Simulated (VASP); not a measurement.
# HgTe in VASP: further runs

HgTe is run at these levels: LDA; tasks: single point.

Program: VASP 6.6.1. These are calculated values, not measurements. Logs are shortened: lines on timing, memory, paths and dates and some standing lists are left out, and cuts for length are marked.

## 1. The cell of the first run

The structure is trigonal, space group R-3m (No. 166). Conventional cell: a = 4.070 Å, b = 4.070 Å, c = 10.424 Å, α = 90.00°, β = 90.00°, γ = 120.00°. Hg (site symmetry -3m) has 6 Te at 2.92 Å within 3.8 Å. Te (site symmetry -3m) has 6 Hg at 2.92 Å within 3.8 Å.

## 2. Single point, LDA (equal xy, yz and zx shear strains of +3 %)

The input, INCAR:

```
SYSTEM = HgTe
PREC = Accurate
ENCUT = 520
EDIFF = 1E-7
ISMEAR = -1
SIGMA = 0.08
LREAL = .FALSE.
LASPH = .TRUE.
NELM = 80
ALGO = Normal
ISIF = 2
LWAVE = .FALSE.
LCHARG = .TRUE.
GGA = CA
LELF = .TRUE.
LVHAR = .TRUE.
NBANDS = 16
```

The input, KPOINTS:

```
regular mesh
0
G
  10 10 10
  0 0 0
```

The input, POSCAR:

```
HgTe
1.0
    0.0876450000      2.9653225000      2.9653225000
    2.9653225000      0.0876450000      2.9653225000
    2.9653225000      2.9653225000      0.0876450000
Hg Te
1 1
Direct
    0.0000000000      0.0000000000      0.0000000000
    0.5000000000      0.5000000000      0.5000000000
```

Potentials or basis: VASP PAW LDA potentials, release 64 (Hg, Te).

Started as:

```
$ cat potpaw_LDA.64/Hg/POTCAR potpaw_LDA.64/Te/POTCAR > POTCAR
$ mpirun -np 1 vasp_std > vasp.out
```

OUTCAR:

```text
SYSTEM = HgTe
   PREC = Accurate
   ENCUT = 520
   EDIFF = 1E-7
   ISMEAR = -1
   LREAL = .FALSE.
   LASPH = .TRUE.
   NELM = 80
   ISIF = 2
   GGA = CA

 ion  position               nearest neighbor table
   1  0.000  0.000  0.000-   2 2.92   2 2.92   2 2.92   2 2.92   2 2.92   2 2.92
   2  0.500  0.500  0.500-   1 2.92   1 2.92   1 2.92   1 2.92   1 2.92   1 2.92

  LATTYP: Found a trigonal (rhomboedric) cell.
 ALAT       =     4.1945150738
 COS(alpha) =     0.5293254421

  Lattice vectors:

 A1 = (   0.0876450000,   2.9653225000,   2.9653225000)
 A2 = (   2.9653225000,   0.0876450000,   2.9653225000)
 A3 = (   2.9653225000,   2.9653225000,   0.0876450000)

Analysis of symmetry for initial positions (statically):
=====================================================================
 Subroutine PRICEL returns:
 Original cell was already a primitive cell.

 Routine SETGRP: Setting up the symmetry group for a
 trigonal (rhombohedral) supercell.

 Subroutine GETGRP returns: Found 12 space group operations
 (whereof 12 operations were pure point group operations)
 out of a pool of 12 trial point group operations.

The static configuration has the point symmetry D_3d.

Analysis of symmetry for dynamics (positions and initial velocities):
=====================================================================
 Subroutine PRICEL returns:
 Original cell was already a primitive cell.

 Routine SETGRP: Setting up the symmetry group for a
 trigonal (rhombohedral) supercell.

 Subroutine GETGRP returns: Found 12 space group operations
 (whereof 12 operations were pure point group operations)
 out of a pool of 12 trial point group operations.

The dynamic configuration has the point symmetry D_3d.

 Subroutine INISYM returns: Found 12 space group operations
 (whereof 12 operations are pure point group operations),
 and found     1 'primitive' translations

----------------------------------------------------------------------------------------

                                     Primitive cell

  volume of cell :      49.8376

  direct lattice vectors                    reciprocal lattice vectors
     0.087645000  2.965322500  2.965322500    -0.176281586  0.171220871  0.171220871
     2.965322500  0.087645000  2.965322500     0.171220871 -0.176281586  0.171220871
     2.965322500  2.965322500  0.087645000     0.171220871  0.171220871 -0.176281586

  length of vectors
     4.194515074  4.194515074  4.194515074     0.299513556  0.299513556  0.299513556

  position of ions in fractional coordinates (direct lattice)
     0.000000000  0.000000000  0.000000000
     0.500000000  0.500000000  0.500000000

  ion indices of the primitive-cell ions
   primitive index   ion index
                 1           1
                 2           2

----------------------------------------------------------------------------------------

 KPOINTS: regular mesh

Automatic generation of k-mesh.
 Grid dimensions read from file:
 generate k-points for:   10   10   10

 Generating k-lattice:

  Cartesian coordinates                     Fractional coordinates (reciprocal lattice)
    -0.017628159  0.017122087  0.017122087     0.100000000  0.000000000 -0.000000000
     0.017122087 -0.017628159  0.017122087     0.000000000  0.100000000 -0.000000000
     0.017122087  0.017122087 -0.017628159     0.000000000  0.000000000  0.100000000

  Length of vectors
     0.029951356  0.029951356  0.029951356

  Shift w.r.t. Gamma in fractional coordinates (k-lattice)
     0.000000000  0.000000000  0.000000000

 Subroutine IBZKPT returns following result:
 ===========================================

 Found    116 irreducible k-points:

 Following reciprocal coordinates:
            Coordinates               Weight
  0.000000  0.000000  0.000000      1.000000
  0.100000  0.000000 -0.000000      6.000000
  0.200000  0.000000 -0.000000      6.000000
  0.300000  0.000000  0.000000      6.000000
  0.400000  0.000000  0.000000      6.000000
  0.500000  0.000000 -0.000000      3.000000
[... 16 lines left out ...]
  0.300000  0.300000  0.000000      6.000000
  0.400000  0.300000  0.000000     12.000000
 [... further k-points ...]
   k-points           NKPTS =    116   k-points in BZ     NKDIM =    116   number of bands    NBANDS=     16
   number of dos      NEDOS =    301   number of ions     NIONS =      2
   total plane-waves  NPLWV =  32768
   dimension x,y,z NGX =    32 NGY =   32 NGZ =   32
   dimension x,y,z NGXF=    64 NGYF=   64 NGZF=   64
   ions per type =               1   1
   NGX,Y,Z   is equivalent  to a cutoff of  12.68, 12.68, 12.68 a.u.
   NGXF,Y,Z  is equivalent  to a cutoff of  25.37, 25.37, 25.37 a.u.
 SYSTEM =  HgTe
   PREC   = accura    normal or accurate (medium, high low for compatibility)
   ISTART =      0    job   : 0-new  1-cont  2-samecut
   ICHARG =      2    charge: 1-file 2-atom 10-const
   ISPIN  =      1    spin polarized calculation?
   LNONCOLLINEAR =      F non collinear calculations
   LSORBIT =      F    spin-orbit coupling
   LASPH  =      T    aspherical Exc in radial PAW
   ENCUT  =  520.0 eV  38.22 Ry    6.18 a.u.   7.80  7.80  7.80*2*pi/ulx,y,z
   NELM   =     80;   NELMIN=  2; NELMDL= -5     # of ELM steps
   EDIFF  = 0.1E-06   stopping-criterion for ELM
   LREAL  =      F    real-space projection
   EDIFFG = 0.1E-05   stopping-criterion for IOM
   NSW    =      0    number of steps for IOM
   IBRION =     -1    ionic relax: 0-MD 1-quasi-New 2-CG
   NFREE  =      0    steps in history (QN), initial steepest desc. (CG)
   ISIF   =      2    stress and relaxation
   ISYM   =      2    0-nonsym 1-usesym 2-fastsym
   POTIM  = 0.5000    time-step for ionic-motion
   TEBEG  =    0.0;   TEEND  =   0.0 temperature during run
   PSTRESS=    0.0 pullay stress
   NELECT =      18.0000    total number of electrons
   NUPDOWN=      -1.0000    fix difference up-down
   EMIN   =  10.00;   EMAX   =-10.00  energy-range for DOS
   EFERMI =   0.00;   METHOD = LEGACY
   ISMEAR =    -1;   SIGMA  =   0.08  broadening in eV -4-tet -1-fermi 0-gaus
   EFERMI_NEDOS =   21; number of points for ismear=-14 and -15
   IALGO  =     38    algorithm
   IMIX   =      4    mixing-type and parameters
     AMIX     =   0.40;   BMIX     =  1.00
     AMIX_MAG =   1.60;   BMIX_MAG =  1.00
  volume/ion in A,a.u.               =      24.92       168.16
  Fermi-wavevector in a.u.,A,eV,Ry     =   1.165860  2.203157 18.493453  1.359230
  Thomas-Fermi vector in A             =   2.302381
   LORBIT       =      0    0 simple, 1 ext, 2 COOP (PROOUT), +10 PAW based schemes
   GGA     = CA    functional components
   LHFCALC =     F    Hartree Fock is set to
   AEXX    =    0.0000 exact exchange contribution
   IVDW    =     0    specifies the selected vdW correction
   LEPSILON=     F    determine dielectric tensor
   LRPA    =     F    only Hartree local field effects (RPA)
 non-spin polarized calculation
  energy-cutoff  :      520.00
  volume of cell :       49.84
 maximum number of plane-waves:      1366
   NGX = 15   NGY = 15   NGZ = 15

 number of electron      18.0000002 magnetization

 Free energy of the ion-electron system (eV)
  ---------------------------------------------------
  ext. energy  EPLUGINS =         0.00000000
  ---------------------------------------------------
  free energy    TOTEN  =        -4.88966987 eV

  energy without entropy =       -4.87677413  energy(sigma->0) =       -4.88322200

 E-fermi :   5.7938     XC(G=0): -10.7542

 val. band max:        5.7350767082   @ k =   0.3000   0.0000   0.0000
 cond. band min:       5.8211454125   @ k =   0.3000   0.3000   0.3000
 fundamental gap:      0.0860687043
 Fermi energy:         5.7938207128

 k-point     1 :       0.0000    0.0000    0.0000
  band No.  band energies     occupation
      1      -7.2762      2.00000
      2      -1.4646      2.00000
      3      -1.4646      2.00000
      4      -1.4350      2.00000
      5      -1.3783      2.00000
      6      -1.3783      2.00000
[... 8 lines left out ...]
     15      13.8274      0.00000
     16      13.8311      0.00000

 k-point     2 :       0.1000    0.0000   -0.0000
  band No.  band energies     occupation
      1      -7.1650      2.00000
      2      -1.5199      2.00000
      3      -1.5034      2.00000
      4      -1.4216      2.00000
      5      -1.3899      2.00000
      6      -1.3640      2.00000
[... 8 lines left out ...]
     15      13.6785      0.00000
     16      14.0738      0.00000

 k-point     3 :       0.2000    0.0000   -0.0000
  band No.  band energies     occupation
      1      -6.8436      2.00000
      2      -1.6627      2.00000
      3      -1.6215      2.00000
      4      -1.4762      2.00000
      5      -1.3456      2.00000
      6      -1.3037      2.00000
[... 8 lines left out ...]
     15      14.1460      0.00000
     16      14.6200      0.00000

 k-point     4 :       0.3000    0.0000    0.0000
  band No.  band energies     occupation
      1      -6.3593      2.00000
      2      -1.8270      2.00000
      3      -1.7645      2.00000
      4      -1.6579      2.00000
      5      -1.2693      2.00000
      6      -1.2211      2.00000
[... 8 lines left out ...]
     15      14.9930      0.00000
     16      15.4932      0.00000
[... 324 lines left out ...]
 k-point    22 :      -0.2000    0.2000    0.0000
  band No.  band energies     occupation
      1      -6.2471      2.00000
      2      -1.8779      2.00000
      3      -1.8762      2.00000
      4      -1.4881      2.00000
      5      -1.2821      2.00000
      6      -1.1473      2.00000
[... 8 lines left out ...]
     15      15.7285      0.00000
     16      17.6204      0.00000

 k-point    23 :       0.3000    0.3000    0.0000
  band No.  band energies     occupation
      1      -6.3091      2.00000
      2      -1.8245      2.00000
      3      -1.5347      2.00000
      4      -1.3761      2.00000
      5      -1.2307      2.00000
      6      -1.2079      2.00000
[... 8 lines left out ...]
     15      17.5870      0.00000
     16      17.7370      0.00000

 k-point    24 :       0.4000    0.3000    0.0000
  band No.  band energies     occupation
      1      -6.0805      2.00000
      2      -1.6359      2.00000
      3      -1.5528      2.00000
      4      -1.4411      2.00000
      5      -1.1583      2.00000
      6      -1.1216      2.00000
[... 8 lines left out ...]
     15      17.9772      0.00000
     16      18.3164      0.00000

 [... further k-points ...]
[... 5 lines left out ...]
  --------------------------------------------------------------------------------------
  -------------------------------------------------------------------------------------
  Total        1.3776610      1.3776610      1.3776610     -0.1851063     -0.1851063     -0.1851063
  in kB       44.2889702     44.2889702     44.2889702     -5.9507860     -5.9507860     -5.9507860
  external PRESSURE =      44.2889702 kB  Pullay stress =       0.0000000 kB

 VOLUME and BASIS-vectors are now :
 -----------------------------------------------------------------------------
  energy-cutoff  :      520.00
  volume of cell :       49.84
      direct lattice vectors                 reciprocal lattice vectors
     0.087645000  2.965322500  2.965322500    -0.176281586  0.171220871  0.171220871
     2.965322500  0.087645000  2.965322500     0.171220871 -0.176281586  0.171220871
     2.965322500  2.965322500  0.087645000     0.171220871  0.171220871 -0.176281586

 POSITION                                       TOTAL-FORCE (eV/Angst)
 -----------------------------------------------------------------------------------
      0.00000      0.00000      0.00000         0.000000      0.000000     -0.000000
      3.00915      3.00915      3.00915        -0.000000     -0.000000      0.000000
 -----------------------------------------------------------------------------------
    total drift:                                0.000000     -0.000000     -0.000000

  FREE ENERGIE OF THE ION-ELECTRON SYSTEM (eV)
  ---------------------------------------------------
  free  energy   TOTEN  =        -4.8896698701 eV

  energy  without entropy=       -4.8767741336  energy(sigma->0) =       -4.88322200
```

It took 84 s on 1 thread of Intel Xeon Platinum 8488C (Sapphire Rapids), shared host; peak memory 0.23 GiB.

What came out:

| Property | Result |
| --- | --- |
| Free energy | -4.8897 eV |
| Pressure | 4.4 GPa |
| Band gap on the k mesh | zero (band 9 reaches 6.34 eV, above the bottom of band 10 at 3.15 eV) |

Caveat: the cell differs from its parent crystal (equal xy, yz and zx shear strains of +3 %); spin-orbit coupling is left out, which moves the levels of the heavy elements.

(Part 1 of 2 ends here.)
